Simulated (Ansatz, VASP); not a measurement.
## Two plane-wave programs on Ti

```
Ti
1.0
     4.50800    0.00000    0.00000
    -2.25400    3.90404    0.00000
     0.00000    0.00000    2.82000
Ti
3
Direct
  0.00000 0.00000 0.00000
  0.33333 0.66667 0.50000
  0.66667 0.33333 0.50000
```

Alike in both runs: task single point; functional r2SCAN; k mesh 9 × 9 × 12; no spin polarisation.

```csv
,VASP,Ansatz
version,VASP 6.6.1,Ansatz 0.2.0
potentials or method,"VASP PAW PBE potentials, release 64 (Ti_sv), cutoff 520 eV","plane waves, PAW"
occupations,"methfessel-paxton of order 1, width 0.1 eV","cold, width 0.1 eV"
valence electrons in the cell,36,36
```

VASP gave:

```
pressure (GPa)                                                : 3.9
traceless stress, the component that is largest in VASP (GPa) : -1.54
```

Question: Which values does Ansatz return?

Answer: Pressure (GPa): 3.4; traceless stress, the component that is largest in VASP (GPa): -1.49.

VASP's potentials were made for PBE, not for r2SCAN. Ansatz's warnings: structure snapped to symmetry.
